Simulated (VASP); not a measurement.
Input of a VASP 6.6.1 run:

File POSCAR:

```
Ca
1.0
   -2.2625084050      2.2625084050      2.2531821000
    2.2625084050     -2.2625084050      2.2531821000
    2.2625084050      2.2625084050     -2.2531821000
Ca
1
Direct
    0.5000000000      0.5000000000      0.0000000000
```

Contents of INCAR.step1:

```
ALGO = Normal ; EDIFF = 1E-5
ENCUT = 440 ; GGA = PE
GGA_COMPAT = F ; ISIF = 2
ISMEAR = 1 ; LASPH = T
LCHARG = F ; LREAL = F
LWAVE = T ; NBANDS = 11
NELM = 120 ; PREC = Accurate
SIGMA = 0.05
```

The input INCAR.step2:

```
AEXX = 0.25 ; ALGO = Normal
EDIFF = 1E-6 ; ENCUT = 440
GGA_COMPAT = F ; ISIF = 2
ISMEAR = 1 ; ISTART = 1
LASPH = T ; LCHARG = F
LHFCALC = T ; LMIXTAU = T
LREAL = F ; LWAVE = F
METAGGA = R2SCAN ; NBANDS = 11
NELM = 120 ; PREC = Accurate
PRECFOCK = Normal ; SIGMA = 0.05
```

KPOINTS

```
k-points
0
Gamma
  6 6 6
```

Potentials or basis: VASP PAW PBE potentials, release 64 (Ca_sv).

Launch:

```console
$ cat potpaw_PBE.64/Ca_sv/POTCAR > POTCAR
$ cp INCAR.step1 INCAR
$ mpirun -np 1 vasp_std > vasp.out
$ cp INCAR.step2 INCAR
$ mpirun -np 1 vasp_std > vasp.out
```

(1) Estimate the band gap on the k mesh.

(2) What does it give for the pressure?

Answers

(1) zero (bands 5 and 6 overlap by 1.58 eV).

(2) -0.5 GPa.

Caveat: the PAW data sets were made with another functional, which shifts forces and pressure a little.
